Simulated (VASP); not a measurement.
# CaO (Fm-3m) in VASP: a series of runs

CaO is run at these levels: PBE; tasks: single point, relaxation of cell and atoms.

Program: VASP 6.6.1. These are calculated values, not measurements. Logs are shortened: lines on timing, memory, paths and dates and some standing lists are left out, and cuts for length are marked.

## (1) The cell of the first run

Symmetry: Fm-3m, No. 225, cubic system. Conventional cell: a = 4.831 Å, b = 4.831 Å, c = 4.831 Å, α = 90.00°, β = 90.00°, γ = 90.00°. Within 3.2 Å of Ca (site symmetry m-3m) lie 6 O at 2.42 Å. Within 3.2 Å of O (site symmetry m-3m) lie 6 Ca at 2.42 Å.

## (2) Single point, PBE

File INCAR:

```
SYSTEM = CaO
ALGO = Normal ; EDIFF = 1E-6
ENCUT = 520 ; GGA = PE
ISIF = 2 ; ISMEAR = 0
LASPH = .True. ; LCHARG = .False.
LREAL = .False. ; LWAVE = .False.
NBANDS = 15 ; NELM = 100
PREC = Accurate ; SIGMA = 0.02
```

File KPOINTS:

```
k-points
0
Gamma
  8 8 8
  0 0 0
```

File POSCAR:

```
CaO
1.0
    0.0000000000      2.4153930828      2.4153930828
    2.4153930828      0.0000000000      2.4153930828
    2.4153930828      2.4153930828      0.0000000000
Ca O
1 1
Direct
    0.0000000000      0.0000000000      0.0000000000
    0.5000000000      0.5000000000      0.5000000000
```

Potentials or basis: VASP PAW PBE potentials, release 64 (Ca_sv, O).

On the command line:

```console
$ cat potpaw_PBE.64/Ca_sv/POTCAR potpaw_PBE.64/O/POTCAR > POTCAR
$ mpirun -np 1 vasp_std > vasp.out
```

OUTCAR:

```text
SYSTEM = CaO
   EDIFF = 1E-6
   ENCUT = 520
   GGA = PE
   ISIF = 2
   ISMEAR = 0
   LASPH = .True.
   LREAL = .False.
   NELM = 100
   PREC = Accurate

 ion  position               nearest neighbor table
   1  0.000  0.000  0.000-   2 2.42   2 2.42   2 2.42   2 2.42   2 2.42   2 2.42
   2  0.500  0.500  0.500-   1 2.42   1 2.42   1 2.42   1 2.42   1 2.42   1 2.42

  LATTYP: Found a face centered cubic cell.
 ALAT       =     4.8307861656

  Lattice vectors:

 A1 = (   0.0000000000,   2.4153930828,   2.4153930828)
 A2 = (   2.4153930828,   0.0000000000,   2.4153930828)
 A3 = (   2.4153930828,   2.4153930828,   0.0000000000)

Analysis of symmetry for initial positions (statically):
=====================================================================
 Subroutine PRICEL returns:
 Original cell was already a primitive cell.

 Routine SETGRP: Setting up the symmetry group for a
 face centered cubic supercell.

 Subroutine GETGRP returns: Found 48 space group operations
 (whereof 48 operations were pure point group operations)
 out of a pool of 48 trial point group operations.

The static configuration has the point symmetry O_h .

Analysis of symmetry for dynamics (positions and initial velocities):
=====================================================================
 Subroutine PRICEL returns:
 Original cell was already a primitive cell.

 Routine SETGRP: Setting up the symmetry group for a
 face centered cubic supercell.

 Subroutine GETGRP returns: Found 48 space group operations
 (whereof 48 operations were pure point group operations)
 out of a pool of 48 trial point group operations.

The dynamic configuration has the point symmetry O_h .

 Subroutine INISYM returns: Found 48 space group operations
 (whereof 48 operations are pure point group operations),
 and found     1 'primitive' translations

----------------------------------------------------------------------------------------

                                     Primitive cell

  volume of cell :      28.1834

  direct lattice vectors                    reciprocal lattice vectors
     0.000000000  2.415393083  2.415393083    -0.207005644  0.207005644  0.207005644
     2.415393083  0.000000000  2.415393083     0.207005644 -0.207005644  0.207005644
     2.415393083  2.415393083  0.000000000     0.207005644  0.207005644 -0.207005644

  length of vectors
     3.415881656  3.415881656  3.415881656     0.358544292  0.358544292  0.358544292

  position of ions in fractional coordinates (direct lattice)
     0.000000000  0.000000000  0.000000000
     0.500000000  0.500000000  0.500000000

  ion indices of the primitive-cell ions
   primitive index   ion index
                 1           1
                 2           2

----------------------------------------------------------------------------------------

 KPOINTS: k-points

Automatic generation of k-mesh.
 Grid dimensions read from file:
 generate k-points for:    8    8    8

 Generating k-lattice:

  Cartesian coordinates                     Fractional coordinates (reciprocal lattice)
    -0.025875705  0.025875705  0.025875705     0.125000000  0.000000000  0.000000000
     0.025875705 -0.025875705  0.025875705     0.000000000  0.125000000  0.000000000
     0.025875705  0.025875705 -0.025875705     0.000000000  0.000000000  0.125000000

  Length of vectors
     0.044818037  0.044818037  0.044818037

  Shift w.r.t. Gamma in fractional coordinates (k-lattice)
     0.000000000  0.000000000  0.000000000

 Subroutine IBZKPT returns following result:
 ===========================================

 Found     29 irreducible k-points:

 Following reciprocal coordinates:
            Coordinates               Weight
  0.000000  0.000000  0.000000      1.000000
  0.125000  0.000000  0.000000      8.000000
  0.250000  0.000000  0.000000      8.000000
  0.375000  0.000000  0.000000      8.000000
  0.500000  0.000000  0.000000      4.000000
  0.125000  0.125000  0.000000      6.000000
[... 16 lines left out ...]
  0.500000  0.250000  0.125000     48.000000
 -0.375000  0.250000  0.125000     24.000000
 [... further k-points ...]
   k-points           NKPTS =     29   k-points in BZ     NKDIM =     29   number of bands    NBANDS=     15
   number of dos      NEDOS =    301   number of ions     NIONS =      2
   total plane-waves  NPLWV =  21952
   dimension x,y,z NGX =    28 NGY =   28 NGZ =   28
   dimension x,y,z NGXF=    56 NGYF=   56 NGZF=   56
   ions per type =               1   1
   NGX,Y,Z   is equivalent  to a cutoff of  13.63, 13.63, 13.63 a.u.
   NGXF,Y,Z  is equivalent  to a cutoff of  27.25, 27.25, 27.25 a.u.
 SYSTEM =  CaO
   PREC   = accura    normal or accurate (medium, high low for compatibility)
   ISTART =      0    job   : 0-new  1-cont  2-samecut
   ICHARG =      2    charge: 1-file 2-atom 10-const
   ISPIN  =      1    spin polarized calculation?
   LNONCOLLINEAR =      F non collinear calculations
   LSORBIT =      F    spin-orbit coupling
   LASPH  =      T    aspherical Exc in radial PAW
   ENCUT  =  520.0 eV  38.22 Ry    6.18 a.u.   6.35  6.35  6.35*2*pi/ulx,y,z
   NELM   =    100;   NELMIN=  2; NELMDL= -5     # of ELM steps
   EDIFF  = 0.1E-05   stopping-criterion for ELM
   LREAL  =      F    real-space projection
   EDIFFG = 0.1E-04   stopping-criterion for IOM
   NSW    =      0    number of steps for IOM
   IBRION =     -1    ionic relax: 0-MD 1-quasi-New 2-CG
   NFREE  =      0    steps in history (QN), initial steepest desc. (CG)
   ISIF   =      2    stress and relaxation
   ISYM   =      2    0-nonsym 1-usesym 2-fastsym
   POTIM  = 0.5000    time-step for ionic-motion
   TEBEG  =    0.0;   TEEND  =   0.0 temperature during run
   PSTRESS=    0.0 pullay stress
   NELECT =      16.0000    total number of electrons
   NUPDOWN=      -1.0000    fix difference up-down
   EMIN   =  10.00;   EMAX   =-10.00  energy-range for DOS
   EFERMI =   0.00;   METHOD = LEGACY
   ISMEAR =     0;   SIGMA  =   0.02  broadening in eV -4-tet -1-fermi 0-gaus
   EFERMI_NEDOS =   21; number of points for ismear=-14 and -15
   IALGO  =     38    algorithm
   IMIX   =      4    mixing-type and parameters
     AMIX     =   0.40;   BMIX     =  1.00
     AMIX_MAG =   1.60;   BMIX_MAG =  1.00
  volume/ion in A,a.u.               =      14.09        95.10
  Fermi-wavevector in a.u.,A,eV,Ry     =   1.355555  2.561627 25.001089  1.837528
  Thomas-Fermi vector in A             =   2.482632
   LORBIT       =      0    0 simple, 1 ext, 2 COOP (PROOUT), +10 PAW based schemes
   GGA     = PE    functional components
   LHFCALC =     F    Hartree Fock is set to
   AEXX    =    0.0000 exact exchange contribution
   IVDW    =     0    specifies the selected vdW correction
   LEPSILON=     F    determine dielectric tensor
   LRPA    =     F    only Hartree local field effects (RPA)
 non-spin polarized calculation
 Gauss-broadening in eV      SIGMA  =   0.02
  energy-cutoff  :      520.00
  volume of cell :       28.18
 maximum number of plane-waves:       775
 NGX is ok and might be reduce to    28
   NGX = 13   NGY = 13   NGZ = 13

 number of electron      15.9999999 magnetization

 Free energy of the ion-electron system (eV)
  ---------------------------------------------------
  ext. energy  EPLUGINS =         0.00000000
  ---------------------------------------------------
  free energy    TOTEN  =       -12.80531437 eV

  energy without entropy =      -12.80531437  energy(sigma->0) =      -12.80531437

 E-fermi :   2.5198     XC(G=0): -10.4016

 val. band max:        2.2647599157   @ k =   0.0000   0.0000   0.0000
 cond. band min:       5.9038291882   @ k =   0.5000   0.5000   0.0000
 fundamental gap:      3.6390692725
 Fermi energy:         2.5198102625

 k-point     1 :       0.0000    0.0000    0.0000
  band No.  band energies     occupation
      1     -35.4351      2.00000
      2     -16.2097      2.00000
      3     -16.2097      2.00000
      4     -16.2097      2.00000
      5     -13.2381      2.00000
      6       2.2648      2.00000
      7       2.2648      2.00000
      8       2.2648      2.00000
      9       6.8555      0.00000
     10       8.4522      0.00000
     11       8.4522      0.00000
     12       8.4522      0.00000
     13       9.9295      0.00000
     14       9.9295      0.00000
     15      17.2411      0.00000

 k-point     2 :       0.1250    0.0000    0.0000
  band No.  band energies     occupation
      1     -35.4212      2.00000
      2     -16.4052      2.00000
      3     -16.2174      2.00000
      4     -16.2174      2.00000
      5     -13.0315      2.00000
      6       1.7349      2.00000
      7       2.0598      2.00000
      8       2.0598      2.00000
      9       7.5365      0.00000
     10       8.4118      0.00000
     11       8.7114      0.00000
     12       8.7114      0.00000
     13      10.2877      0.00000
     14      10.2877      0.00000
     15      17.7998      0.00000

 k-point     3 :       0.2500    0.0000    0.0000
  band No.  band energies     occupation
      1     -35.3873      2.00000
      2     -16.8018      2.00000
      3     -16.2358      2.00000
      4     -16.2358      2.00000
      5     -12.6060      2.00000
      6       0.7481      2.00000
      7       1.6203      2.00000
      8       1.6203      2.00000
      9       8.4713      0.00000
     10       8.9905      0.00000
     11       9.3907      0.00000
     12       9.3907      0.00000
     13      11.1507      0.00000
     14      11.1507      0.00000
     15      18.0448      0.00000
[... 343 lines left out ...]
 k-point    23 :       0.5000    0.2500    0.1250
  band No.  band energies     occupation
      1     -35.3355      2.00000
      2     -16.9846      2.00000
      3     -16.4221      2.00000
      4     -16.3052      2.00000
      5     -12.4205      2.00000
      6       0.2893      2.00000
      7       1.2168      2.00000
      8       1.4327      2.00000
      9       8.1040      0.00000
     10       9.6675      0.00000
     11      10.6464      0.00000
     12      10.7286      0.00000
     13      12.0652      0.00000
     14      13.2272      0.00000
     15      16.8545      0.00000

 k-point    24 :      -0.3750    0.2500    0.1250
  band No.  band energies     occupation
      1     -35.3243      2.00000
      2     -17.0435      2.00000
      3     -16.4366      2.00000
      4     -16.3290      2.00000
      5     -12.3664      2.00000
      6       0.2377      2.00000
      7       1.1514      2.00000
      8       1.2298      2.00000
      9       8.9531      0.00000
     10       9.0321      0.00000
     11      10.9316      0.00000
     12      11.0879      0.00000
     13      12.3509      0.00000
     14      14.0353      0.00000
     15      15.8974      0.00000

 [... further k-points ...]

------------------------ aborting loop because EDIFF is reached ----------------------------------------

  FORCE on cell =-STRESS in cart. coord.  units (eV):
  Direction    XX          YY          ZZ          XY          YZ          ZX
  --------------------------------------------------------------------------------------
  -------------------------------------------------------------------------------------
  Total        0.0942188      0.0942188      0.0942188     -0.0000000     -0.0000000      0.0000000
  in kB        5.3561725      5.3561725      5.3561725     -0.0000000     -0.0000000      0.0000000
  external PRESSURE =       5.3561725 kB  Pullay stress =       0.0000000 kB

 VOLUME and BASIS-vectors are now :
 -----------------------------------------------------------------------------
  energy-cutoff  :      520.00
  volume of cell :       28.18
      direct lattice vectors                 reciprocal lattice vectors
     0.000000000  2.415393083  2.415393083    -0.207005644  0.207005644  0.207005644
     2.415393083  0.000000000  2.415393083     0.207005644 -0.207005644  0.207005644
     2.415393083  2.415393083  0.000000000     0.207005644  0.207005644 -0.207005644

 POSITION                                       TOTAL-FORCE (eV/Angst)
 -----------------------------------------------------------------------------------
      0.00000      0.00000      0.00000        -0.000000     -0.000000     -0.000000
      2.41539      2.41539      2.41539         0.000000      0.000000      0.000000
 -----------------------------------------------------------------------------------
    total drift:                                0.000000      0.000000      0.000000

  FREE ENERGIE OF THE ION-ELECTRON SYSTEM (eV)
  ---------------------------------------------------
  free  energy   TOTEN  =       -12.8053143746 eV

  energy  without entropy=      -12.8053143746  energy(sigma->0) =      -12.80531437
```

Wall time 8.4 s (1 thread of Intel Xeon Platinum 8559C (Emerald Rapids), shared host); peak memory 0.15 GiB.

Results:

* Free energy: -12.8053 eV
* Pressure: 0.5 GPa
* Band gap on the k mesh: 3.64 eV (least direct gap 4.02 eV)

Levels at points of the mesh, in eV from the valence-band top:
```
           k point  band 4  band 5  band 6  band 7  band 8  band 9  band 10  band 11  band 12  band 13
(0.00, 0.00, 0.00)  -18.47  -15.50    0.00    0.00    0.00    4.59     6.19     6.19     6.19     7.66
(0.50, 0.00, 0.00)  -18.53  -14.37   -2.60   -1.17   -1.17    6.98     8.27     8.27     8.39    10.29
(0.50, 0.50, 0.00)  -18.69  -15.26   -1.31   -0.38   -0.38    3.64     7.93     8.81     9.43     9.43
```

A k mesh can miss the band edges.

## (3) Relaxation of cell and atoms, PBE

This run uses another cell than the first one, of 13.89 Å³/atom.

File INCAR:

```
SYSTEM = CaO
  ALGO = Normal
  EDIFF = 1E-6
  EDIFFG = -0.005
  ENCUT = 600
  GGA = PE
  IBRION = 2
  ISIF = 3
  ISMEAR = 0
  LASPH = .TRUE.
  LCHARG = .FALSE.
  LREAL = .FALSE.
  LWAVE = .FALSE.
  NELM = 100
  NSW = 100
  PREC = Accurate
  SIGMA = 0.02
```

File KPOINTS:

```
k-points
0
G
  8 8 8
  0 0 0
```

File POSCAR:

```
CaO
1.0
    0.0000000000      2.4035556960      2.4035556960
    2.4035556960      0.0000000000      2.4035556960
    2.4035556960      2.4035556960      0.0000000000
Ca O
1 1
Direct
    0.0000000000      0.0000000000      0.0000000000
    0.5000000000      0.5000000000      0.5000000000
```

Potentials or basis: VASP PAW PBE potentials, release 64 (Ca_sv, O).

On the command line:

```console
$ cat potpaw_PBE.64/Ca_sv/POTCAR potpaw_PBE.64/O/POTCAR > POTCAR
$ mpirun -np 1 vasp_std > vasp.out
```

Wall time 24 s (1 thread of Intel Xeon Platinum 8559C (Emerald Rapids), shared host); peak memory 0.17 GiB.

Results (log left out):

```yaml
Free_energy: -12.8072 eV
Relaxed_volume: 14.15 Å³/atom
Relaxed_cell: a = 3.421 Å, b = 3.421 Å, c = 3.421 Å, α = 60.00°, β = 60.00°, γ = 60.00°
Space_group_after_relaxing_to_0.1_Å: Fm-3m (No. 225)
Energy_gained_by_relaxing: 1.7 meV/atom
Ionic_steps: 3
Pressure_after_relaxing: 0.0 GPa
Band_gap_on_the_k_mesh: 3.64 eV (least direct gap 4.02 eV)
```

Step by step:
```
step  energy change (eV)  largest force (eV/Å)  pressure (GPa)  volume (Å³)
   1              0.0000                0.0000            2.08        27.77
   2             -0.0030                0.0000           -0.71        28.50
   3             -0.0034                0.0000            0.00        28.31
```

Final structure:
```yaml
crystal:
  lattice:
    - [0.00000, 2.41895, 2.41895]
    - [2.41895, 0.00000, 2.41895]
    - [2.41895, 2.41895, 0.00000]
  atoms:
    - { symbol: Ca, position: [0.00000, 0.00000, 0.00000] }
    - { symbol: O, position: [0.50000, 0.50000, 0.50000] }
```

Levels at points of the mesh, in eV from the valence-band top:
```tsv
k point	band 4	band 5	band 6	band 7	band 8	band 9	band 10	band 11	band 12
(0.00, 0.00, 0.00)	-18.49	-15.49	0.00	0.00	0.00	4.56	6.18	6.18	6.18
(0.50, 0.00, 0.00)	-18.55	-14.38	-2.59	-1.16	-1.16	6.96	8.25	8.25	8.36
(0.50, 0.50, 0.00)	-18.71	-15.26	-1.31	-0.38	-0.38	3.64	7.90	8.78	9.40
```

A k mesh can miss the band edges.

(Part 1 of 2 ends here.)
